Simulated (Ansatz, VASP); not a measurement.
## Two plane-wave programs on Ba

```xyz
2
Lattice="-3.8753 3.8743 2.0978 3.8743 -3.8753 2.0978 3.8771 3.8771 -2.0996" Properties=species:S:1:pos:R:3 pbc="T T T"
Ba    3.8739   -3.8749    2.0978
Ba    0.0010    3.8751    1.0480
```

Alike in both runs: task single point; functional PBE; k mesh 10 × 10 × 7; occupations fermi-dirac, width 0.1 eV; no spin polarisation.

|  | VASP | Ansatz |
| --- | --- | --- |
| version | VASP 6.6.1 | Ansatz 0.2.0 |
| potentials or method | VASP PAW PBE potentials, release 64 (Ba_sv), cutoff 520 eV | plane waves (420 eV) with PAW, scalar-relativistic |
| valence electrons in the cell | 20 | 20 |

VASP gave:

```
pressure (GPa) : -0.2
```

**Question.** Estimate Ansatz's values.

**Answer.** Pressure (GPa): -0.3.

Spin-orbit coupling is off throughout.
